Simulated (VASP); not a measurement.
# Si16Ge (a cell with a defect) in VASP: notebook

Runs on Si16Ge (a cell with a defect). Level: PBEsol. Tasks: single point.

Program: VASP 6.6.1. These are calculated values, not measurements. Logs are shortened: lines on timing, memory, paths and dates and some standing lists are left out, and cuts for length are marked.

### 1 The cell of the first run

The cell holds a defect, 17 atoms: a = 7.679 Å, b = 7.679 Å, c = 7.679 Å, α = 60.00°, β = 60.00°, γ = 60.00°.

### 2 Single point, PBEsol

INCAR

```
PREC     = Accurate       # precision mode
ENCUT    = 520            # plane-wave cutoff, eV
EDIFF    = 1E-6           # SCF threshold, eV
ISMEAR   = 0              # smearing method
SIGMA    = 0.05           # smearing width, eV
LREAL    = Auto         
LASPH    = True           # aspherical terms in the spheres
NELM     = 60             # most SCF steps
ALGO     = Normal         # electronic algorithm
ISIF     = 2              # what is computed and relaxed
LWAVE    = False          # write WAVECAR
LCHARG   = False          # write CHGCAR
GGA      = PS             # functional
NBANDS   = 53             # bands
```

KPOINTS

```
Automatic mesh
0
Gamma
  2 2 2
```

POSCAR

```
Si16Ge
1.0
    0.0000000000      5.4300000000      5.4300000000
    5.4300000000      0.0000000000      5.4300000000
    5.4300000000      5.4300000000      0.0000000000
Si Ge
16 1
Direct
   -0.0044316759      0.0114239411     -0.0032806630
    0.1175861878      0.1246996317      0.1326983425
   -0.0163840700      0.0060581031      0.5037418969
    0.1157717311      0.1507652855      0.6165544199
   -0.0042286372      0.4960838858     -0.0034768877
    0.1350351750      0.6354790055      0.0938274401
    0.0132303867      0.5140132597      0.4590500921
    0.1168133517      0.6163864641      0.6162662063
    0.4906061694     -0.0090041436      0.0270971455
    0.6243166667      0.1246982505      0.1326715470
    0.5057962247      0.0060584715      0.5037291897
    0.6147697974      0.1150464088      0.6546661142
    0.5109929098      0.4960205341     -0.0034341621
    0.6243419890      0.6179237569      0.1327016575
    0.5058449355      0.4838057090      0.5037316759
    0.6500233886      0.6160438306      0.6163432781
    0.2660475138      0.7670394107      0.7005023941
```

Potentials or basis: VASP PAW PBE potentials, release 64 (Si, Ge_d).

Started as:

```console
$ cat potpaw_PBE.64/Si/POTCAR potpaw_PBE.64/Ge_d/POTCAR > POTCAR
$ mpirun -np 1 vasp_std > vasp.out
```

OUTCAR:

```text
PREC = Accurate
   ENCUT = 520
   EDIFF = 1E-6
   ISMEAR = 0
   LREAL = Auto
   LASPH = True
   NELM = 60
   ISIF = 2
   GGA = PS

 ion  position               nearest neighbor table
   1  0.996  0.011  0.997-  10 2.33   2 2.33   6 2.36   4 2.39  17 2.94
   2  0.118  0.125  0.133-   3 2.33   1 2.33   5 2.33   9 2.34
   3  0.984  0.006  0.504-  12 2.32   2 2.33   8 2.45   4 2.45  17 2.62
   4  0.116  0.151  0.617-   7 2.29   1 2.39  17 2.42   3 2.45  11 2.45
   5  0.996  0.496  0.997-   2 2.33  14 2.33   6 2.36   8 2.39  17 2.95
   6  0.135  0.635  0.094-   7 2.29   1 2.36  13 2.36   5 2.36  17 2.47
   7  0.013  0.514  0.459-   8 2.29   6 2.29  16 2.29   4 2.29
   8  0.117  0.616  0.616-   7 2.29   5 2.39  17 2.43  15 2.44   3 2.45
   9  0.491  0.991  0.027-  12 2.34  10 2.34   2 2.34  14 2.34
  10  0.624  0.125  0.133-  11 2.33   1 2.33  13 2.33   9 2.34
  11  0.506  0.006  0.504-  12 2.32  10 2.33  16 2.45   4 2.45  17 2.62
  12  0.615  0.115  0.655-  15 2.32   3 2.32  11 2.32   9 2.34
  13  0.511  0.496  0.997-  10 2.33  14 2.33   6 2.36  16 2.39  17 2.94
  14  0.624  0.618  0.133-  15 2.33  13 2.33   5 2.33   9 2.34
  15  0.506  0.484  0.504-  12 2.32  14 2.33  16 2.44   8 2.44  17 2.63
  16  0.650  0.616  0.616-   7 2.29  13 2.39  17 2.43  15 2.44  11 2.45
  17  0.266  0.767  0.701-   4 2.42  16 2.43   8 2.43   6 2.47  11 2.62   3 2.62  15 2.63   1 2.94
                            13 2.94   5 2.95

  LATTYP: Found a face centered cubic cell.
 ALAT       =    10.8600000000

  Lattice vectors:

 A1 = (   0.0000000000,   5.4300000000,   5.4300000000)
 A2 = (   5.4300000000,   0.0000000000,   5.4300000000)
 A3 = (   5.4300000000,   5.4300000000,   0.0000000000)

Analysis of symmetry for initial positions (statically):
=====================================================================
 Subroutine PRICEL returns:
 Original cell was already a primitive cell.

 Routine SETGRP: Setting up the symmetry group for a
 face centered cubic supercell.

 Subroutine GETGRP returns: Found  1 space group operations
 (whereof  1 operations were pure point group operations)
 out of a pool of 48 trial point group operations.

The static configuration has the point symmetry C_1 .

Analysis of symmetry for dynamics (positions and initial velocities):
=====================================================================
 Subroutine PRICEL returns:
 Original cell was already a primitive cell.

 Routine SETGRP: Setting up the symmetry group for a
 face centered cubic supercell.

 Subroutine GETGRP returns: Found  1 space group operations
 (whereof  1 operations were pure point group operations)
 out of a pool of 48 trial point group operations.

[... 122 lines left out ...]
   TEBEG  =    0.0;   TEEND  =   0.0 temperature during run
   PSTRESS=    0.0 pullay stress
   NELECT =      78.0000    total number of electrons
   NUPDOWN=      -1.0000    fix difference up-down
   EMIN   =  10.00;   EMAX   =-10.00  energy-range for DOS
   EFERMI =   0.00;   METHOD = LEGACY
   ISMEAR =     0;   SIGMA  =   0.05  broadening in eV -4-tet -1-fermi 0-gaus
   EFERMI_NEDOS =   21; number of points for ismear=-14 and -15
   IALGO  =     38    algorithm
   IMIX   =      4    mixing-type and parameters
     AMIX     =   0.40;   BMIX     =  1.00
     AMIX_MAG =   1.60;   BMIX_MAG =  1.00
  volume/ion in A,a.u.               =      18.84       127.11
  Fermi-wavevector in a.u.,A,eV,Ry     =   1.022421  1.932096 14.222785  1.045345
  Thomas-Fermi vector in A             =   2.156100
   LORBIT       =      0    0 simple, 1 ext, 2 COOP (PROOUT), +10 PAW based schemes
   GGA     = PS    functional components
   LHFCALC =     F    Hartree Fock is set to
   AEXX    =    0.0000 exact exchange contribution
   IVDW    =     0    specifies the selected vdW correction
   LEPSILON=     F    determine dielectric tensor
   LRPA    =     F    only Hartree local field effects (RPA)
 non-spin polarized calculation
 Gauss-broadening in eV      SIGMA  =   0.05
  energy-cutoff  :      520.00
  volume of cell :      320.21
 maximum number of plane-waves:      8646
 NGX is ok and might be reduce to    60
   NGX = 29   NGY = 29   NGZ = 29

 number of electron      77.9999997 magnetization

 Free energy of the ion-electron system (eV)
  ---------------------------------------------------
  ext. energy  EPLUGINS =         0.00000000
  ---------------------------------------------------
  free energy    TOTEN  =       -92.67191236 eV

  energy without entropy =      -92.66117184  energy(sigma->0) =      -92.66654210

 E-fermi :   6.7923     XC(G=0):  -9.8903

 val. band max:        6.6184397773   @ k =   0.0000   0.0000   0.0000
 cond. band min:       6.8001411569   @ k =   0.0000   0.0000   0.0000
 fundamental gap:      0.1817013797
 Fermi energy:         6.7922516140

 k-point     1 :       0.0000    0.0000    0.0000
  band No.  band energies     occupation
      1     -18.2506      2.00000
      2     -18.2479      2.00000
      3     -18.2477      2.00000
      4     -18.2332      2.00000
      5     -18.2329      2.00000
      6      -6.5798      2.00000
[... 421 lines left out ...]
     50      10.2109      0.00000
     51      10.3207      0.00000
 [bands above 51 left out]

------------------------ aborting loop because EDIFF is reached ----------------------------------------

  FORCE on cell =-STRESS in cart. coord.  units (eV):
  Direction    XX          YY          ZZ          XY          YZ          ZX
  --------------------------------------------------------------------------------------
  -------------------------------------------------------------------------------------
  Total        8.8348843      8.8153232      8.8037937     -0.3604046      0.3881993      0.3723549
  in kB       44.2060757     44.1082003     44.0505116     -1.8033141      1.9423875      1.8631087
  external PRESSURE =      44.1215958 kB  Pullay stress =       0.0000000 kB

 VOLUME and BASIS-vectors are now :
 -----------------------------------------------------------------------------
  energy-cutoff  :      520.00
  volume of cell :      320.21
      direct lattice vectors                 reciprocal lattice vectors
     0.000000000  5.430000000  5.430000000    -0.092081031  0.092081031  0.092081031
     5.430000000  0.000000000  5.430000000     0.092081031 -0.092081031  0.092081031
     5.430000000  5.430000000  0.000000000     0.092081031  0.092081031 -0.092081031

 POSITION                                       TOTAL-FORCE (eV/Angst)
 -----------------------------------------------------------------------------------
      5.47422     10.81812      5.46797        -0.033212      0.008852     -0.010934
      1.39767      1.35904      1.31561        -0.026827     -0.028560      0.027928
      2.76821      8.07635      5.37393        -0.031686     -0.026784      0.032126
      4.16655      3.97653      1.44730        -0.085448      0.022954     -0.017369
      8.10486     10.81816      8.10077         0.011256      0.011497      0.031134
      3.96013      1.24272      4.18389         0.092412      0.090625     -0.088262
[... 9 lines left out ...]
      6.69186      6.87637      6.87475         0.029184     -0.081663     -0.012941
      7.96875      5.24837      5.60966         0.153512      0.156900     -0.159993
 -----------------------------------------------------------------------------------
    total drift:                                0.005075      0.004715     -0.000376

  FREE ENERGIE OF THE ION-ELECTRON SYSTEM (eV)
  ---------------------------------------------------
  free  energy   TOTEN  =       -92.6719123634 eV

  energy  without entropy=      -92.6611718352  energy(sigma->0) =      -92.66654210
```

stdout:

```text
POSCAR found type information on POSCAR SiGe
 POSCAR found :  2 types and      17 ions
 scaLAPACK will be used
 -----------------------------------------------------------------------------
|                                                                             |
|                                                                             |
|     You enforced a specific xc type in the INCAR file but a different       |
|     I HOPE YOU KNOW WHAT YOU ARE DOING!                                     |
|                                                                             |
 -----------------------------------------------------------------------------

 LDA part: xc-table for (Slater+PW92), standard interpolation
 POSCAR, INCAR and KPOINTS ok, starting setup
 FFT: planning ... GRIDC
 FFT: planning ... GRID_SOFT
 FFT: planning ... GRID
 WAVECAR not read
 entering main loop
```

Wall time 1.8 min (1 thread of Intel Xeon 6975P-C (Granite Rapids), shared host); peak memory 0.49 GiB.

Results:

| Quantity | Value |
| --- | --- |
| Free energy | -92.6719 eV |
| Pressure | 4.4 GPa |
| Largest force | 0.272 eV/Å |
| Band gap on the k mesh | zero (bands 39 and 40 overlap by 0.23 eV) |

Forces on the atoms (eV/Å):
```
Si  -0.033  0.009 -0.011
Si  -0.027 -0.029  0.028
Si  -0.032 -0.027  0.032
Si  -0.085  0.023 -0.017
Si   0.011  0.011  0.031
Si   0.092  0.091 -0.088
Si   0.066  0.067 -0.070
Si   0.029  0.018  0.082
Si  -0.047 -0.045  0.043
Si  -0.027 -0.027  0.028
Si  -0.031 -0.032  0.023
Si  -0.045 -0.045  0.044
Si   0.009 -0.031 -0.012
Si  -0.031 -0.027  0.027
Si  -0.033 -0.032  0.033
Si   0.029 -0.082 -0.013
Ge   0.154  0.157 -0.160
```

Stress tensor (GPa, compression positive):
```
 4.42 -0.18  0.19
-0.18  4.41  0.19
 0.19  0.19  4.41
```

Caveat: the k points lie up to 0.50 Å⁻¹ apart; the PAW data sets were made with another functional, which shifts forces and pressure a little.

### 3 Single point, PBEsol

INCAR

```
ALGO = Normal ; EDIFF = 1E-6
ENCUT = 520 ; GGA = PS
ISIF = 2 ; ISMEAR = 0
LASPH = True ; LCHARG = True
LELF = True ; LREAL = Auto
LVHAR = True ; LWAVE = False
NBANDS = 53 ; NELM = 100
PREC = Accurate ; SIGMA = 0.05
```

KPOINTS

```
k-points
0
Gamma
  2 2 2
```

POSCAR

```
Si16Ge
1.0
    0.0000000000      5.4300000000      5.4300000000
    5.4300000000      0.0000000000      5.4300000000
    5.4300000000      5.4300000000      0.0000000000
Si Ge
16 1
Direct
   -0.0066106814      0.0178810313     -0.0050342541
    0.1153659300      0.1225355433      0.1392756906
   -0.0190209945      0.0037408840      0.5110499079
    0.1055917127      0.1679488029      0.6203583794
   -0.0066780847      0.4934685083     -0.0049714549
    0.1487940147      0.6488877532      0.0530947514
    0.0232925414      0.5235463168      0.4294560773
    0.1058132597      0.6056401473      0.6204615101
    0.4861860958     -0.0135798343      0.0408805709
    0.6224567219      0.1225631676      0.1392758748
    0.5037785451      0.0037875691      0.5110354512
    0.6105744936      0.1106231123      0.6677848066
    0.5177621547      0.4934934622     -0.0049698895
    0.6223729282      0.6155926335      0.1392712707
    0.5036601289      0.4811034070      0.5110814917
    0.6676676796      0.6056059853      0.6204581031
    0.2883051565      0.7886657459      0.6343683241
```

Potentials or basis: VASP PAW PBE potentials, release 64 (Si, Ge_d).

Started as:

```console
$ cat potpaw_PBE.64/Si/POTCAR potpaw_PBE.64/Ge_d/POTCAR > POTCAR
$ mpirun -np 1 vasp_std > vasp.out
```

Wall time 2.3 min (1 thread of Intel Xeon 6975P-C (Granite Rapids), shared host); peak memory 0.49 GiB.

Results (log left out):

```
Free energy            : -92.4899 eV
Pressure               : 3.6 GPa
Largest force          : 0.015 eV/Å
Band gap on the k mesh : zero (bands 39 and 40 overlap by 0.14 eV)
```

Forces on the atoms (eV/Å):
```
Si   0.000  0.002 -0.002
Si  -0.004  0.003  0.003
Si  -0.003  0.011  0.002
Si   0.014  0.005 -0.004
Si   0.003  0.003 -0.001
Si  -0.004 -0.006  0.007
Si  -0.003 -0.005  0.004
Si   0.003 -0.001 -0.014
Si  -0.008 -0.007  0.005
Si  -0.004 -0.004 -0.003
Si  -0.003 -0.002 -0.012
Si  -0.002 -0.006  0.008
Si   0.003  0.000 -0.003
Si   0.003 -0.002  0.002
Si   0.008 -0.002  0.003
Si   0.003  0.015  0.002
Ge  -0.006 -0.004  0.002
```

Stress tensor (GPa, compression positive):
```
 3.64 -0.71  0.71
-0.71  3.65  0.72
 0.71  0.72  3.65
```

Levels at points of the mesh, in eV from the Fermi level:
| k point | band 35 | band 36 | band 37 | band 38 | band 39 | band 40 | band 41 | band 42 | band 43 | band 44 |
| --- | --- | --- | --- | --- | --- | --- | --- | --- | --- | --- |
| (0.00, 0.00, 0.00) | -1.38 | -1.05 | -0.56 | -0.55 | -0.55 | -0.12 | -0.12 | 0.18 | 0.18 | 0.73 |
| (0.50, 0.00, 0.00) | -1.39 | -1.36 | -1.31 | -0.92 | -0.18 | 0.17 | 0.71 | 0.82 | 0.98 | 1.27 |
| (0.00, 0.50, 0.00) | -1.39 | -1.36 | -1.31 | -0.92 | -0.18 | 0.16 | 0.71 | 0.82 | 0.98 | 1.27 |
| (0.00, 0.00, 0.50) | -1.29 | -1.29 | -1.19 | -1.19 | -0.28 | 0.37 | 0.37 | 1.14 | 1.16 | 1.16 |
| (0.50, 0.50, 0.50) | -1.39 | -1.36 | -1.31 | -0.92 | -0.19 | 0.17 | 0.71 | 0.82 | 0.98 | 1.27 |
| (0.50, 0.50, 0.00) | -1.97 | -1.80 | -1.69 | -0.94 | 0.02 | 0.40 | 1.23 | 1.39 | 1.65 | 1.85 |
| (0.00, 0.50, 0.50) | -1.97 | -1.80 | -1.68 | -0.94 | 0.01 | 0.40 | 1.23 | 1.39 | 1.65 | 1.85 |
| (0.50, 0.00, 0.50) | -1.97 | -1.80 | -1.69 | -0.94 | 0.02 | 0.40 | 1.23 | 1.39 | 1.65 | 1.85 |

Caveat: the k points lie up to 0.50 Å⁻¹ apart; the PAW data sets were made with another functional, which shifts forces and pressure a little.

### 4 Single point, PBEsol

INCAR

```
SYSTEM = Si16Ge
PREC = Accurate ; ENCUT = 520
EDIFF = 1E-7 ; ISMEAR = 0
SIGMA = 0.05 ; LREAL = Auto
LASPH = .TRUE. ; NELM = 80
ALGO = Normal ; ISIF = 2
LWAVE = .FALSE. ; LCHARG = .FALSE.
GGA = PS ; NBANDS = 53
```

KPOINTS

```
Automatic mesh
0
G
  2 2 2
  0 0 0
```

POSCAR

```
Si16Ge
1.0
    0.0000000000      5.4300000000      5.4300000000
    5.4300000000      0.0000000000      5.4300000000
    5.4300000000      5.4300000000      0.0000000000
Si Ge
16 1
Direct
    0.0024815838      0.0095395948     -0.0143596685
    0.1072079190      0.1313090239      0.1300710866
   -0.0427420810      0.0188157459      0.5046645488
    0.1211898711      0.1438709024      0.6138740331
    0.0025888582      0.5022463168     -0.0143835175
    0.1389500921      0.6387826888      0.0835007366
    0.0146503683      0.5141999079      0.4566186924
    0.1212934622      0.6207687845      0.6138166667
    0.4761264273     -0.0243142726      0.0722028545
    0.6315527624      0.1312860958      0.1301059853
    0.5193728361      0.0188645488      0.5047172192
    0.6016218232      0.1012678637      0.6957023020
    0.5097288214      0.5022256906     -0.0143774401
    0.6316633517      0.6067985267      0.1300360958
    0.5192932781      0.4568787293      0.5046002762
    0.6442644567      0.6207596685      0.6138314917
    0.3364285451      0.8361294659      0.4912283610
```

Started as:

```console
$ cat potpaw_PBE.64/Si/POTCAR potpaw_PBE.64/Ge_d/POTCAR > POTCAR
$ mpirun -np 1 vasp_std > vasp.out
```

It took 92 s on 1 thread of Intel Xeon 6975P-C (Granite Rapids), shared host; peak memory 0.5 GiB.

The run converged. Its results:

* Free energy: -92.4897 eV
* Pressure: 3.6 GPa
* Largest force: 0.017 eV/Å
* Band gap on the k mesh: zero (bands 39 and 40 overlap by 0.13 eV)

Forces on the atoms (eV/Å):
```
Si  -0.002  0.003 -0.002
Si  -0.003  0.000  0.003
Si  -0.002 -0.012  0.005
Si  -0.016  0.001 -0.002
Si   0.001  0.003  0.002
Si   0.007  0.010 -0.011
Si   0.012  0.009 -0.008
Si   0.002  0.001  0.012
Si   0.006  0.004 -0.003
Si  -0.002 -0.002  0.000
Si  -0.005 -0.006  0.012
Si   0.007  0.008 -0.008
Si   0.001 -0.002 -0.003
Si   0.000 -0.003  0.003
Si  -0.010 -0.003  0.004
Si   0.001 -0.013 -0.001
Ge   0.001  0.002 -0.003
```

Stress tensor (GPa, compression positive):
```
 3.63 -0.72  0.72
-0.72  3.63  0.72
 0.72  0.72  3.63
```

Levels at points of the mesh, in eV from the Fermi level:
| k point | band 37 | band 38 | band 39 | band 40 | band 41 | band 42 |
| --- | --- | --- | --- | --- | --- | --- |
| (0.00, 0.00, 0.00) | -0.56 | -0.55 | -0.55 | -0.12 | -0.12 | 0.18 |
| (0.50, 0.00, 0.00) | -1.31 | -0.91 | -0.19 | 0.17 | 0.72 | 0.82 |
| (0.00, 0.50, 0.00) | -1.31 | -0.91 | -0.19 | 0.17 | 0.72 | 0.82 |
| (0.00, 0.00, 0.50) | -1.18 | -1.18 | -0.28 | 0.37 | 0.37 | 1.14 |
| (0.50, 0.50, 0.50) | -1.31 | -0.91 | -0.19 | 0.17 | 0.72 | 0.82 |
| (0.50, 0.50, 0.00) | -1.68 | -0.94 | 0.01 | 0.40 | 1.23 | 1.39 |
| (0.00, 0.50, 0.50) | -1.68 | -0.94 | 0.02 | 0.40 | 1.23 | 1.39 |
| (0.50, 0.00, 0.50) | -1.68 | -0.94 | 0.02 | 0.40 | 1.23 | 1.39 |

Caveat: the k points lie up to 0.50 Å⁻¹ apart; the PAW data sets were made with another functional, which shifts forces and pressure a little.

(Part 1 of 2 ends here.)

The gap in the log of VASP goes by the Fermi energy; the results here count the filled bands.